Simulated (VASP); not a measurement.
Na3LiB5:

```xyz
9
Lattice="5.8179 0.0000 0.0000 -2.9090 5.0385 0.0000 0.0000 0.0000 3.5799" Properties=species:S:1:pos:R:3 pbc="T T T"
Na    3.4570    0.0000    0.0000
Na   -1.7285    2.9938    0.0000
Na    1.1805    2.0446    0.0000
Li    0.0000    0.0000    0.0000
B     1.3686    0.0000    1.7899
B    -0.6843    1.1852    1.7899
B     2.2247    3.8532    1.7899
B     0.0000    3.3590    1.7899
B     2.9090    1.6795    1.7899
```

```yaml
Program: VASP 6.6.1
Task: relaxation of cell and atoms
Functional: PBE
Potentials_or_basis: VASP PAW PBE potentials, release 64 (Na_pv, Li_sv, B)
Cutoff: 600 eV
k_mesh: 3 × 3 × 6
Occupations: gaussian, width 0.1 eV
Spin: no spin polarisation
```

At the start: pressure -2.9 GPa; volume 11.66 Å³/atom.

Q: How do energy, volume and symmetry change on relaxing?

A: Over 31 steps the energy falls by 604.8 meV/atom and the volume is 12.97 Å³/atom (+11.2 %); space group P-62m (No. 189, to 0.05 Å).

The path:
```tsv
step	energy change (eV)	largest force (eV/Å)	pressure (GPa)	volume (Å³)
1	0.0000	0.9267	-2.85	104.94
2	-1.9049	1.3224	-5.36	101.37
3	-3.1935	1.0854	12.95	86.50
4	-4.1564	0.7513	-2.71	94.85
5	-4.3285	0.5385	1.93	91.39
6	-4.3579	0.5302	0.29	92.41
7	-4.3563	0.5324	0.73	92.10
8	-4.4291	0.3032	0.86	92.68
9	-4.4755	0.0333	1.40	93.61
10	-4.4897	0.3354	-0.84	95.99
11	-4.4931	0.2353	-0.18	95.25
12	-4.5117	0.3406	0.03	95.77
13	-4.6269	0.7070	0.79	97.32
14	-4.9252	0.6054	1.93	100.42
15	-5.1520	0.6629	4.72	106.57
16	-5.1680	0.5651	4.12	105.16
17	-5.1684	0.5855	4.26	105.47
18	-5.1705	0.5873	4.22	105.59
19	-5.1762	0.5932	4.22	105.93
20	-5.1852	0.6047	4.19	106.62
21	-5.1938	0.6262	4.12	108.01
22	-5.2067	0.6098	3.93	108.26
23	-5.2430	0.5611	3.44	108.98
24	-5.3053	0.4667	2.54	110.45
25	-5.3909	0.2890	0.88	113.42
26	-5.4257	0.2253	-1.81	119.47
27	-5.4327	0.1771	-1.12	117.75
28	-5.4382	0.1357	-0.79	117.43
29	-5.4430	0.0543	-0.12	116.82
30	-5.4430	0.0455	-0.04	116.76
31	-5.4434	0.0390	0.01	116.72
```

Final structure:
```
CELL_PARAMETERS angstrom
5.56336 0.00000 0.00000
-2.78168 4.81801 0.00000
0.00000 0.00000 4.35441
ATOMIC_POSITIONS crystal
Na 0.59160 0.00000 0.00000
Na 0.00000 0.59160 0.00000
Na 0.40840 0.40840 0.00000
Li 0.00000 0.00000 0.00000
B 0.38247 0.00000 0.50000
B 0.00000 0.38247 0.50000
B 0.61753 0.61753 0.50000
B 0.33333 0.66667 0.50000
B 0.66667 0.33333 0.50000
```

Caveat: the k points lie up to 0.43 Å⁻¹ apart in the final cell; the cutoff is under 1.25 times the usual one of these potentials, so pressure, stress and relaxed cells hold a basis-set (Pulay) error.
